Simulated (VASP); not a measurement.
# Ag (P6_3/mmc) in VASP: a series of runs

Ag is run at these levels: r2SCAN; tasks: single point.

All numbers are computed with VASP 6.6.1; they aren't measurements. Logs are shortened: lines on timing, memory, paths and dates and some standing lists are left out, and cuts for length are marked.

## 1. The cell of the first run

Symmetry: P6_3/mmc, No. 194, hexagonal system. Conventional cell: a = 2.992 Å, b = 2.992 Å, c = 9.609 Å, α = 90.00°, β = 90.00°, γ = 120.00°. Ag (site symmetry -6m2) has 12 Ag at 2.96 to 2.99 Å within 3.9 Å. Within 3.9 Å of Ag (site symmetry -3m) lie 12 Ag at 2.96 to 2.99 Å.

This isn't the form of Ag at room conditions, which is fcc.

## 2. Single point, r2SCAN (strain +0.030 along x and y, +0.015 along z)

The input, POSCAR:

```
Ag
1.0
    2.9923652739      0.0000000000      0.0000000000
   -1.4961826370      2.5914643446      0.0000000000
    0.0000000000      0.0000000000      9.6089995195
Ag
4
Direct
    0.3333333333      0.6666666667      0.2500000000
    0.6666666667      0.3333333333      0.7500000000
    0.0000000000      0.0000000000      0.0000000000
    0.0000000000      0.0000000000      0.5000000000
```

The input, INCAR.step1:

```
SYSTEM = Ag
ALGO = Normal ; EDIFF = 1E-4
ENCUT = 520 ; GGA = PE
ISMEAR = 0 ; LASPH = .True.
LCHARG = .False. ; LREAL = .False.
LWAVE = .True. ; NBANDS = 30
NELM = 100 ; PREC = Accurate
SIGMA = 0.15
```

The input, INCAR.step2:

```
SYSTEM = Ag
ALGO = Normal ; EDIFF = 1E-6
ENCUT = 520 ; ISIF = 2
ISMEAR = 0 ; ISTART = 1
LASPH = .True. ; LCHARG = .False.
LMIXTAU = .True. ; LREAL = .False.
LWAVE = .False. ; METAGGA = R2SCAN
NBANDS = 30 ; NELM = 100
PREC = Accurate ; SIGMA = 0.15
```

The input, KPOINTS:

```
k-points
0
Gamma
  18 18 6
  0 0 0
```

Potentials or basis: VASP PAW PBE potentials, release 64 (Ag).

Run with:

```console
$ cat potpaw_PBE.64/Ag/POTCAR > POTCAR
$ cp INCAR.step1 INCAR
$ mpirun -np 1 vasp_std > vasp.out
$ cp INCAR.step2 INCAR
$ mpirun -np 1 vasp_std > vasp.out
```

OUTCAR:

```text
SYSTEM = Ag
   EDIFF = 1E-6
   ENCUT = 520
   ISIF = 2
   ISMEAR = 0
   ISTART = 1
   LASPH = .True.
   LREAL = .False.
   METAGGA = R2SCAN
   NELM = 100
   PREC = Accurate

 ion  position               nearest neighbor table
   1  0.333  0.667  0.250-   3 2.96   4 2.96   3 2.96   4 2.96   3 2.96   4 2.96
   2  0.667  0.333  0.750-   3 2.96   4 2.96   3 2.96   4 2.96   3 2.96   4 2.96
   3  0.000  0.000  0.000-   1 2.96   2 2.96   2 2.96   1 2.96   2 2.96   1 2.96
   4  0.000  0.000  0.500-   1 2.96   2 2.96   2 2.96   1 2.96   2 2.96   1 2.96

  LATTYP: Found a hexagonal cell.
 ALAT       =     2.9923652739
 C/A-ratio  =     3.2111719793

  Lattice vectors:

 A1 = (   2.9923652739,   0.0000000000,   0.0000000000)
 A2 = (  -1.4961826370,   2.5914643446,   0.0000000000)
 A3 = (   0.0000000000,   0.0000000000,   9.6089995195)

Analysis of symmetry for initial positions (statically):
=====================================================================
 Subroutine PRICEL returns:
 Original cell was already a primitive cell.

 Routine SETGRP: Setting up the symmetry group for a
 hexagonal supercell.

 Subroutine GETGRP returns: Found 24 space group operations
 (whereof 12 operations were pure point group operations)
 out of a pool of 24 trial point group operations.

The static configuration has the point symmetry D_3d.
 The point group associated with its full space group is D_6h.

Analysis of symmetry for dynamics (positions and initial velocities):
=====================================================================
 Subroutine PRICEL returns:
 Original cell was already a primitive cell.

 Routine SETGRP: Setting up the symmetry group for a
 hexagonal supercell.

 Subroutine GETGRP returns: Found 24 space group operations
 (whereof 12 operations were pure point group operations)
 out of a pool of 24 trial point group operations.

The dynamic configuration has the point symmetry D_3d.
 The point group associated with its full space group is D_6h.

 Subroutine INISYM returns: Found 24 space group operations
 (whereof 12 operations are pure point group operations),
 and found     1 'primitive' translations

----------------------------------------------------------------------------------------

                                     Primitive cell

  volume of cell :      74.5140

  direct lattice vectors                    reciprocal lattice vectors
     2.992365274  0.000000000  0.000000000     0.334183801  0.192941107  0.000000000
    -1.496182637  2.591464345  0.000000000     0.000000000  0.385882214  0.000000000
     0.000000000  0.000000000  9.608999519     0.000000000  0.000000000  0.104069107

  length of vectors
     2.992365274  2.992365274  9.608999519     0.385882214  0.385882214  0.104069107

  position of ions in fractional coordinates (direct lattice)
     0.333333333  0.666666667  0.250000000
     0.666666667  0.333333333  0.750000000
     0.000000000  0.000000000  0.000000000
     0.000000000  0.000000000  0.500000000

  ion indices of the primitive-cell ions
   primitive index   ion index
                 1           1
                 2           2
                 3           3
                 4           4

----------------------------------------------------------------------------------------

 KPOINTS: k-points

Automatic generation of k-mesh.
 Grid dimensions read from file:
 generate k-points for:   18   18    6

 Generating k-lattice:

  Cartesian coordinates                     Fractional coordinates (reciprocal lattice)
     0.018565767  0.010718950  0.000000000     0.055555556 -0.000000000  0.000000000
     0.000000000  0.021437901  0.000000000     0.000000000  0.055555556  0.000000000
     0.000000000  0.000000000  0.017344851     0.000000000  0.000000000  0.166666667

  Length of vectors
     0.021437901  0.021437901  0.017344851

  Shift w.r.t. Gamma in fractional coordinates (k-lattice)
     0.000000000  0.000000000  0.000000000

 Subroutine IBZKPT returns following result:
 ===========================================

 Found    148 irreducible k-points:

 Following reciprocal coordinates:
            Coordinates               Weight
  0.000000  0.000000  0.000000      1.000000
  0.055556 -0.000000  0.000000      6.000000
  0.111111 -0.000000  0.000000      6.000000
  0.166667 -0.000000  0.000000      6.000000
  0.222222 -0.000000  0.000000      6.000000
  0.277778 -0.000000  0.000000      6.000000
[... 16 lines left out ...]
  0.333333  0.111111  0.000000     12.000000
  0.388889  0.111111  0.000000     12.000000
 [... further k-points ...]
   k-points           NKPTS =    148   k-points in BZ     NKDIM =    148   number of bands    NBANDS=     30
   number of dos      NEDOS =    301   number of ions     NIONS =      4
   total plane-waves  NPLWV =  41472
   dimension x,y,z NGX =    24 NGY =   24 NGZ =   72
   dimension x,y,z NGXF=    48 NGYF=   48 NGZF=  144
   ions per type =               4
   NGX,Y,Z   is equivalent  to a cutoff of  13.33, 13.33, 12.46 a.u.
   NGXF,Y,Z  is equivalent  to a cutoff of  26.67, 26.67, 24.91 a.u.
 SYSTEM =  Ag
   PREC   = accura    normal or accurate (medium, high low for compatibility)
   ISTART =      1    job   : 0-new  1-cont  2-samecut
   ICHARG =      0    charge: 1-file 2-atom 10-const
   ISPIN  =      1    spin polarized calculation?
   LNONCOLLINEAR =      F non collinear calculations
   LSORBIT =      F    spin-orbit coupling
   LASPH  =      T    aspherical Exc in radial PAW
   ENCUT  =  520.0 eV  38.22 Ry    6.18 a.u.   5.56  5.56 17.87*2*pi/ulx,y,z
   NELM   =    100;   NELMIN=  2; NELMDL=  0     # of ELM steps
   EDIFF  = 0.1E-05   stopping-criterion for ELM
   LREAL  =      F    real-space projection
   EDIFFG = 0.1E-04   stopping-criterion for IOM
   NSW    =      0    number of steps for IOM
   IBRION =     -1    ionic relax: 0-MD 1-quasi-New 2-CG
   NFREE  =      0    steps in history (QN), initial steepest desc. (CG)
   ISIF   =      2    stress and relaxation
   ISYM   =      2    0-nonsym 1-usesym 2-fastsym
   POTIM  = 0.5000    time-step for ionic-motion
   TEBEG  =    0.0;   TEEND  =   0.0 temperature during run
   PSTRESS=    0.0 pullay stress
   NELECT =      44.0000    total number of electrons
   NUPDOWN=      -1.0000    fix difference up-down
   EMIN   =  10.00;   EMAX   =-10.00  energy-range for DOS
   EFERMI =   0.00;   METHOD = LEGACY
   ISMEAR =     0;   SIGMA  =   0.15  broadening in eV -4-tet -1-fermi 0-gaus
   EFERMI_NEDOS =   21; number of points for ismear=-14 and -15
   IALGO  =     38    algorithm
   IMIX   =      4    mixing-type and parameters
     AMIX     =   0.40;   BMIX     =  1.00
     AMIX_MAG =   1.60;   BMIX_MAG =  1.00
  volume/ion in A,a.u.               =      18.63       125.71
  Fermi-wavevector in a.u.,A,eV,Ry     =   1.373451  2.595445 25.665576  1.886367
  Thomas-Fermi vector in A             =   2.498966
   LORBIT       =      0    0 simple, 1 ext, 2 COOP (PROOUT), +10 PAW based schemes
   METAGGA = R2SCAN    functional components
   LHFCALC =     F    Hartree Fock is set to
   AEXX    =    0.0000 exact exchange contribution
   IVDW    =     0    specifies the selected vdW correction
   LEPSILON=     F    determine dielectric tensor
   LRPA    =     F    only Hartree local field effects (RPA)
 non-spin polarized calculation
 Gauss-broadening in eV      SIGMA  =   0.15
  energy-cutoff  :      520.00
  volume of cell :       74.51
 maximum number of plane-waves:      2052
 NGX is ok and might be reduce to    24
   NGX = 11   NGY = 11   NGZ = 35

 number of electron      43.9999971 magnetization

 Free energy of the ion-electron system (eV)
  ---------------------------------------------------
  ext. energy  EPLUGINS =         0.00000000
  ---------------------------------------------------
  free energy    TOTEN  =       -85.32130780 eV

  energy without entropy =      -85.30880604  energy(sigma->0) =      -85.31505692

 E-fermi :   7.2785     XC(G=0): -12.3615

 val. band max:        7.2598326325   @ k =   0.5000  -0.0000   0.0000
 cond. band min:       7.3014611548   @ k =   0.0000   0.0000   0.0000
 fundamental gap:      0.0416285224
 Fermi energy:         7.2784889635

 k-point     1 :       0.0000    0.0000    0.0000
  band No.  band energies     occupation
      1      -0.0371      2.00000
      2       1.0865      2.00000
      3       1.2345      2.00000
      4       1.2356      2.00000
      5       2.4032      2.00000
      6       2.4032      2.00000
[... 22 lines left out ...]
     29      23.2495      0.00000
     30      24.0351      0.00000

 k-point     2 :       0.0556   -0.0000    0.0000
  band No.  band energies     occupation
      1       0.0443      2.00000
      2       1.1314      2.00000
      3       1.3017      2.00000
      4       1.3024      2.00000
      5       2.3717      2.00000
      6       2.3809      2.00000
[... 22 lines left out ...]
     29      23.1513      0.00000
     30      23.4608      0.00000

 k-point     3 :       0.1111   -0.0000    0.0000
  band No.  band energies     occupation
      1       0.2811      2.00000
      2       1.2531      2.00000
      3       1.4823      2.00000
      4       1.4891      2.00000
      5       2.2443      2.00000
      6       2.3231      2.00000
[... 22 lines left out ...]
     29      22.4491      0.00000
     30      22.5041      0.00000

 k-point     4 :       0.1667   -0.0000    0.0000
  band No.  band energies     occupation
      1       0.6439      2.00000
      2       1.4009      2.00000
      3       1.7091      2.00000
      4       1.7093      2.00000
      5       2.0501      2.00000
      6       2.1926      2.00000
[... 22 lines left out ...]
     29      20.8356      0.00000
     30      20.8508      0.00000

 k-point     5 :       0.2222   -0.0000    0.0000
  band No.  band energies     occupation
      1       1.0474      2.00000
      2       1.4682      2.00000
      3       1.7242      2.00000
      4       1.8282      2.00000
      5       1.9359      2.00000
      6       2.0040      2.00000
[... 22 lines left out ...]
     29      19.4064      0.00000
     30      19.5409      0.00000
[... 526 lines left out ...]
     29      17.7156      0.00000
     30      19.6248      0.00000

 k-point    22 :       0.2778    0.1111    0.0000
  band No.  band energies     occupation
      1       1.3666      2.00000
      2       1.4287      2.00000
      3       1.4636      2.00000
      4       1.8562      2.00000
      5       1.8994      2.00000
      6       1.9767      2.00000
[... 22 lines left out ...]
     29      16.9850      0.00000
     30      19.1132      0.00000

 k-point    23 :       0.3333    0.1111    0.0000
  band No.  band energies     occupation
      1       1.2726      2.00000
      2       1.2755      2.00000
      3       1.3578      2.00000
      4       1.7877      2.00000
      5       1.7908      2.00000
      6       2.0139      2.00000
[... 22 lines left out ...]
     29      16.4295      0.00000
     30      18.5095      0.00000

 k-point    24 :       0.3889    0.1111    0.0000
  band No.  band energies     occupation
      1       1.1785      2.00000
      2       1.2106      2.00000
      3       1.2868      2.00000
      4       1.7151      2.00000
      5       1.7476      2.00000
      6       1.9659      2.00000
[... 22 lines left out ...]
     29      16.0434      0.00000
     30      17.0534      0.00000

 [... further k-points ...]

------------------------ aborting loop because EDIFF is reached ----------------------------------------

  FORCE on cell =-STRESS in cart. coord.  units (eV):
  Direction    XX          YY          ZZ          XY          YZ          ZX
  --------------------------------------------------------------------------------------
  -------------------------------------------------------------------------------------
  Total       -2.9965494     -2.9965494     -2.4521439      0.0000000      0.0000000     -0.0000000
  in kB      -64.4308711    -64.4308711    -52.7252353      0.0000000      0.0000000     -0.0000000
  external PRESSURE =     -60.5289925 kB  Pullay stress =       0.0000000 kB

 VOLUME and BASIS-vectors are now :
 -----------------------------------------------------------------------------
  energy-cutoff  :      520.00
  volume of cell :       74.51
      direct lattice vectors                 reciprocal lattice vectors
     2.992365274  0.000000000  0.000000000     0.334183801  0.192941107  0.000000000
    -1.496182637  2.591464345  0.000000000     0.000000000  0.385882214  0.000000000
     0.000000000  0.000000000  9.608999519     0.000000000  0.000000000  0.104069107

 POSITION                                       TOTAL-FORCE (eV/Angst)
 -----------------------------------------------------------------------------------
     -0.00000      1.72764      2.40225         0.000000     -0.000000     -0.000000
      1.49618      0.86382      7.20675        -0.000000      0.000000      0.000000
      0.00000      0.00000      0.00000         0.000000      0.000000      0.000000
      0.00000      0.00000      4.80450         0.000000      0.000000      0.000000
 -----------------------------------------------------------------------------------
    total drift:                               -0.000000      0.000000      0.000000

  FREE ENERGIE OF THE ION-ELECTRON SYSTEM (eV)
  ---------------------------------------------------
  free  energy   TOTEN  =       -85.3213077982 eV

  energy  without entropy=      -85.3088060440  energy(sigma->0) =      -85.31505692
```

Run time: 5.7 min. Hardware: 1 thread of Intel Xeon 6975P-C (Granite Rapids), shared host; peak memory 0.37 GiB.

What came out:

```yaml
Free_energy: -85.3213 eV
Pressure: -6.1 GPa
Band_gap_on_the_k_mesh: zero (bands 22 and 23 overlap by 6.53 eV)
```

Caveat: the cell differs from its parent crystal (strain +0.030 along x and y, +0.015 along z); the cell stands under tension; the PAW data sets were made with another functional, which shifts forces and pressure a little.

## 3. Single point, r2SCAN (strain +0.030 along x and y, +0.030 along z)

POSCAR: that of step 2 with these lines changed.

```diff
@@ -4,3 +4,3 @@
    -1.4961826370      2.5914643446      0.0000000000
-    0.0000000000      0.0000000000      9.6089995195
+    0.0000000000      0.0000000000      9.7510044385
 Ag
```

The input, INCAR.step1:

```
ALGO = Normal ; EDIFF = 1E-4
ENCUT = 520 ; GGA = PE
ISMEAR = 0 ; LASPH = T
LCHARG = F ; LREAL = F
LWAVE = T ; NBANDS = 30
NELM = 80 ; PREC = Accurate
SIGMA = 0.15
```

The input, INCAR.step2:

```
ALGO = Normal ; EDIFF = 1E-6
ENCUT = 520 ; ISIF = 2
ISMEAR = 0 ; ISTART = 1
LASPH = T ; LCHARG = F
LMIXTAU = T ; LREAL = F
LWAVE = F ; METAGGA = R2SCAN
NBANDS = 30 ; NELM = 80
PREC = Accurate ; SIGMA = 0.15
```

The input, KPOINTS:

```
k-points
0
Gamma
  18 18 6
```

Potentials or basis: VASP PAW PBE potentials, release 64 (Ag).

Run with:

```console
$ cat potpaw_PBE.64/Ag/POTCAR > POTCAR
$ cp INCAR.step1 INCAR
$ mpirun -np 1 vasp_std > vasp.out
$ cp INCAR.step2 INCAR
$ mpirun -np 1 vasp_std > vasp.out
```

Run time: 6.1 min. Hardware: 1 thread of Intel Xeon 6975P-C (Granite Rapids), shared host; peak memory 0.38 GiB.

Results (log left out):

* Free energy: -85.2800 eV
* Pressure: -7.0 GPa
* Band gap on the k mesh: zero (bands 22 and 23 overlap by 6.58 eV)

Stress tensor (GPa, compression positive):
```
-7.07  0.00  0.00
 0.00 -7.07  0.00
 0.00  0.00 -6.86
```

Levels at points of the mesh, in eV from the Fermi level:
| k point | band 20 | band 21 | band 22 | band 23 | band 24 | band 25 |
| --- | --- | --- | --- | --- | --- | --- |
| (0.00, 0.00, 0.00) | -3.63 | -3.63 | -3.29 | -3.29 | -0.05 | 3.17 |
| (0.50, 0.00, 0.00) | -3.10 | 0.04 | 0.92 | 0.97 | 1.50 | 3.88 |
| (0.00, 0.00, 0.50) | -3.43 | -3.43 | -3.43 | -2.23 | -2.23 | 6.14 |
| (0.50, 0.00, 0.50) | -3.14 | 0.36 | 0.36 | 1.35 | 1.35 | 4.45 |

Caveat: the cell differs from its parent crystal (strain +0.030 along x and y, +0.030 along z); the cell stands under tension; the PAW data sets were made with another functional, which shifts forces and pressure a little.

The gap in the log of VASP goes by the Fermi energy; the results here count the filled bands.